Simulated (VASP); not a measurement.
Input of a VASP 6.6.1 run:

INCAR

```
SYSTEM = Na
PREC = Accurate ; ENCUT = 500
EDIFF = 1E-6 ; ISMEAR = -1
SIGMA = 0.1 ; LREAL = .FALSE.
LASPH = .TRUE. ; NELM = 120
ALGO = Normal ; ISIF = 2
LWAVE = .FALSE. ; LCHARG = .FALSE.
GGA = PE ; NBANDS = 18
GGA_COMPAT = .FALSE.
```

The input KPOINTS:

```
Automatic mesh
0
G
  5 5 5
  0 0 0
```

Contents of POSCAR:

```
Na
1.0
    0.0000000000      3.8330040000      3.8330040000
    3.8330040000      0.0000000000      3.8330040000
    3.8330040000      3.8330040000      0.0000000000
Na
3
Direct
    0.2500000000      0.2500000000      0.2500000000
    0.7500000000      0.7500000000      0.7500000000
    0.5000000000      0.5000000000      0.5000000000
```

Potentials or basis: VASP PAW PBE potentials, release 64 (Na_pv).

Launch:

```console
$ cat potpaw_PBE.64/Na_pv/POTCAR > POTCAR
$ mpirun -np 1 vasp_std > vasp.out
```

Q: Estimate the pressure.

A: 1.1 GPa.

Q: What does it give for the band gap on the k mesh?

A: Zero (an odd number of electrons rules out a gap without spin polarisation).
